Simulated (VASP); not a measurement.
Wanted: the native input for a VASP 6.6.1 run.

* Task: single point
* Functional: PBE
* Potentials or basis: VASP PAW PBE potentials, release 64 (Cd, Ir)
* Cutoff: 520 eV
* k mesh: 8 × 8 × 8
* Occupations: fermi-dirac, width 0.05 eV
* Spin: no spin polarisation
* Dipole correction: no
* Further INCAR settings: ALGO = Normal; EDIFF = 1e-07; NBANDS = 18

The structure of CdIr lies in POSCAR:

```
CdIr
1.0
    3.2839089500      0.0000000000      0.0000000000
    0.0000000000      3.2839089500      0.0000000000
    0.0000000000      0.0000000000      3.3861751100
Cd Ir
1 1
Direct
    0.0000000000      0.0000000000      0.7424761500
    0.5000000000      0.5000000000      0.0187378300
```

One way to write it, as run:

INCAR

```
SYSTEM = CdIr
PREC     = Accurate       ! precision mode
ENCUT    = 520            ! plane-wave cutoff, eV
EDIFF    = 1E-7           ! SCF threshold, eV
ISMEAR   = -1             ! smearing method
SIGMA    = 0.05           ! smearing width, eV
LREAL    = .False.        ! projectors in reciprocal space
LASPH    = .True.         ! aspherical terms in the spheres
NELM     = 60             ! most SCF steps
ALGO     = Normal         ! electronic algorithm
ISIF     = 2              ! what is computed and relaxed
LWAVE    = .False.        ! write WAVECAR
LCHARG   = .False.        ! write CHGCAR
GGA      = PE             ! functional
NBANDS   = 18             ! bands
```

KPOINTS

```
Automatic mesh
0
Gamma
  8 8 8
  0 0 0
```

Potentials or basis: VASP PAW PBE potentials, release 64 (Cd, Ir).

Run with:

```bash
$ cat potpaw_PBE.64/Cd/POTCAR potpaw_PBE.64/Ir/POTCAR > POTCAR
$ mpirun -np 1 vasp_std > vasp.out
```

Results of the run:

| Item | Value |
| --- | --- |
| Pressure | 19.9 GPa |
| Largest force | 3.681 eV/Å |
| Band gap on the k mesh | zero (an odd number of electrons rules out a gap without spin polarisation) |

Caveat: the cell stands under pressure; spin-orbit coupling is left out, which moves the levels of the heavy elements; forces of over 1 eV/Å act on the atoms, so gaps and moduli don't describe the material at rest.

Run time: 29 s on 1 thread of Intel(R) Xeon(R) Platinum 8259CL CPU @ 2.50GHz (Skylake/Cascade Lake), on a shared host, peak memory 0.18 GiB.
